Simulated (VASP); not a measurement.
# Ba (Im-3m) in VASP: a series of runs, part 2 of 2

VASP 6.6.1. Earlier steps stand in the parts before.

## (4) Single point, PBE (volume scaled by 0.94)

INCAR

```
  PREC = Accurate
  ENCUT = 520
  EDIFF = 1E-6
  ISMEAR = 0
  SIGMA = 0.1
  LREAL = False
  LASPH = True
  NELM = 60
  ALGO = Normal
  ISIF = 2
  LWAVE = False
  LCHARG = False
  GGA = PE
  NBANDS = 11
```

KPOINTS

```
regular mesh
0
Gamma
  12 12 12
```

POSCAR

```
Ba
1.0
   -2.4553325815      2.4553325815      2.4553325815
    2.4553325815     -2.4553325815      2.4553325815
    2.4553325815      2.4553325815     -2.4553325815
Ba
1
Direct
    0.0000000000      0.0000000000      0.0000000000
```

Potentials or basis: VASP PAW PBE potentials, release 64 (Ba_sv).

Launch:

```sh
$ cat potpaw_PBE.64/Ba_sv/POTCAR > POTCAR
$ mpirun -np 1 vasp_std > vasp.out
```

OUTCAR:

```text
PREC = Accurate
   ENCUT = 520
   EDIFF = 1E-6
   ISMEAR = 0
   LREAL = False
   LASPH = True
   NELM = 60
   ISIF = 2
   GGA = PE

 ion  position               nearest neighbor table
   1  0.000  0.000  0.000-

  LATTYP: Found a body centered cubic cell.
 ALAT       =     4.9106651630

  Lattice vectors:

 A1 = (  -2.4553325815,   2.4553325815,   2.4553325815)
 A2 = (   2.4553325815,  -2.4553325815,   2.4553325815)
 A3 = (   2.4553325815,   2.4553325815,  -2.4553325815)

Analysis of symmetry for initial positions (statically):
=====================================================================
 Subroutine PRICEL returns:
 Original cell was already a primitive cell.

 Routine SETGRP: Setting up the symmetry group for a
 body centered cubic supercell.

 Subroutine GETGRP returns: Found 48 space group operations
 (whereof 48 operations were pure point group operations)
 out of a pool of 48 trial point group operations.

The static configuration has the point symmetry O_h .

Analysis of symmetry for dynamics (positions and initial velocities):
=====================================================================
 Subroutine PRICEL returns:
 Original cell was already a primitive cell.

 Routine SETGRP: Setting up the symmetry group for a
 body centered cubic supercell.

 Subroutine GETGRP returns: Found 48 space group operations
 (whereof 48 operations were pure point group operations)
 out of a pool of 48 trial point group operations.

The dynamic configuration has the point symmetry O_h .

 Subroutine INISYM returns: Found 48 space group operations
 (whereof 48 operations are pure point group operations),
 and found     1 'primitive' translations

----------------------------------------------------------------------------------------

[... 112 lines left out ...]
  Fermi-wavevector in a.u.,A,eV,Ry     =   0.904922  1.710055 11.141592  0.818884
  Thomas-Fermi vector in A             =   2.028427
   LORBIT       =      0    0 simple, 1 ext, 2 COOP (PROOUT), +10 PAW based schemes
   GGA     = PE    functional components
   LHFCALC =     F    Hartree Fock is set to
   AEXX    =    0.0000 exact exchange contribution
   IVDW    =     0    specifies the selected vdW correction
   LEPSILON=     F    determine dielectric tensor
   LRPA    =     F    only Hartree local field effects (RPA)
 non-spin polarized calculation
 Gauss-broadening in eV      SIGMA  =   0.10
  energy-cutoff  :      520.00
  volume of cell :       59.21
 maximum number of plane-waves:      1638
   NGX = 15   NGY = 15   NGZ = 15

 number of electron      10.0000000 magnetization

 Free energy of the ion-electron system (eV)
  ---------------------------------------------------
  ext. energy  EPLUGINS =         0.00000000
  ---------------------------------------------------
  free energy    TOTEN  =        -1.90180619 eV

  energy without entropy =       -1.89547328  energy(sigma->0) =       -1.89863973

 E-fermi :   1.8565     XC(G=0):  -7.6094

 val. band max:        1.8374366443   @ k =  -0.3333   0.3333   0.3333
 cond. band min:       1.8753768262   @ k =  -0.4167  -0.4167   0.1667
 fundamental gap:      0.0379401819
 Fermi energy:         1.8565182518

 k-point     1 :       0.0000    0.0000    0.0000
  band No.  band energies     occupation
      1     -26.9257      2.00000
      2     -11.8360      2.00000
      3     -11.8360      2.00000
      4     -11.8360      2.00000
      5      -0.9200      2.00000
      6       3.7581      0.00000
      7       3.7581      0.00000
      8       3.7581      0.00000
      9       5.2427      0.00000
     10       5.2427      0.00000
     11       8.9749      0.00000
[... 309 lines left out ...]
 k-point    24 :       0.4167    0.0833    0.0833
  band No.  band energies     occupation
      1     -26.8679      2.00000
      2     -12.3592      2.00000
      3     -12.0407      2.00000
      4     -11.8782      2.00000
      5       1.2195      2.00000
      6       2.4578      0.00000
      7       3.1130      0.00000
      8       5.3767      0.00000
      9       5.8760      0.00000
     10       7.7014      0.00000
     11       7.9508      0.00000

 [... further k-points ...]

------------------------ aborting loop because EDIFF is reached ----------------------------------------

  FORCE on cell =-STRESS in cart. coord.  units (eV):
  Direction    XX          YY          ZZ          XY          YZ          ZX
  --------------------------------------------------------------------------------------
  -------------------------------------------------------------------------------------
  Total        0.2574417      0.2574417      0.2574417     -0.0000000     -0.0000000      0.0000000
  in kB        6.9662407      6.9662407      6.9662407     -0.0000000     -0.0000000      0.0000000
  external PRESSURE =       6.9662407 kB  Pullay stress =       0.0000000 kB

 VOLUME and BASIS-vectors are now :
 -----------------------------------------------------------------------------
  energy-cutoff  :      520.00
  volume of cell :       59.21
      direct lattice vectors                 reciprocal lattice vectors
    -2.455332581  2.455332581  2.455332581     0.000000000  0.203638401  0.203638401
     2.455332581 -2.455332581  2.455332581     0.203638401  0.000000000  0.203638401
     2.455332581  2.455332581 -2.455332581     0.203638401  0.203638401  0.000000000

 POSITION                                       TOTAL-FORCE (eV/Angst)
 -----------------------------------------------------------------------------------
      0.00000      0.00000      0.00000         0.000000      0.000000     -0.000000
 -----------------------------------------------------------------------------------
    total drift:                               -0.000000      0.000000     -0.000000

  FREE ENERGIE OF THE ION-ELECTRON SYSTEM (eV)
  ---------------------------------------------------
  free  energy   TOTEN  =        -1.9018061872 eV

  energy  without entropy=       -1.8954732814  energy(sigma->0) =       -1.89863973
```

stdout:

```text
POSCAR found type information on POSCAR Ba
 POSCAR found :  1 types and       1 ions
 scaLAPACK will be used
 LDA part: xc-table for (Slater+PW92), standard interpolation
 POSCAR, INCAR and KPOINTS ok, starting setup
 FFT: planning ... GRIDC
 FFT: planning ... GRID_SOFT
 FFT: planning ... GRID
 WAVECAR not read
 entering main loop
```

Run time: 18 s. Hardware: 1 thread of Intel Xeon Platinum 8375C at 2.90GHz (Ice Lake), shared host; peak memory 0.2 GiB.

Results:

| Item | Value |
| --- | --- |
| Free energy | -1.9018 eV |
| Pressure | 0.7 GPa |
| Band gap on the k mesh | zero (band 5 reaches 2.44 eV, above the bottom of band 6 at 1.22 eV) |

Levels at points of the mesh, in eV from the Fermi level:
```
           k point  band 3  band 4  band 5  band 6  band 7  band 8
(0.00, 0.00, 0.00)  -13.69  -13.69   -2.78    1.90    1.90    1.90
(0.50, 0.00, 0.00)  -13.87  -13.70   -0.93    0.68    1.45    3.38
(0.50, 0.50, 0.50)  -14.08  -14.08   -0.63   -0.63    4.68    4.68
```

Caveat: spin-orbit coupling is left out, which moves the levels of the heavy elements.

## (5) Overview

```csv
task,cell,cutoff (eV),gap on the mesh (eV),pressure (GPa)
single point,"a = 4.341 Å, angles 109.5°, 1 atom",520,none,0.1
relaxation of cell and atoms,"relaxed from a = 4.341 Å, angles 109.5°, 1 atom",600,none,0.0
single point,"a = 4.253 Å, angles 109.5°, 1 atom",520,none,0.7
```

Alike in all rows: level PBE; potentials or basis VASP PAW PBE potentials, release 64 (Ba_sv); no spin polarisation; k mesh 12 × 12 × 12; smearing gaussian 0.1 eV.

Caveats: spin-orbit coupling is left out, which moves the levels of the heavy elements.

Absolute energies hang on the potentials; compare differences alone.
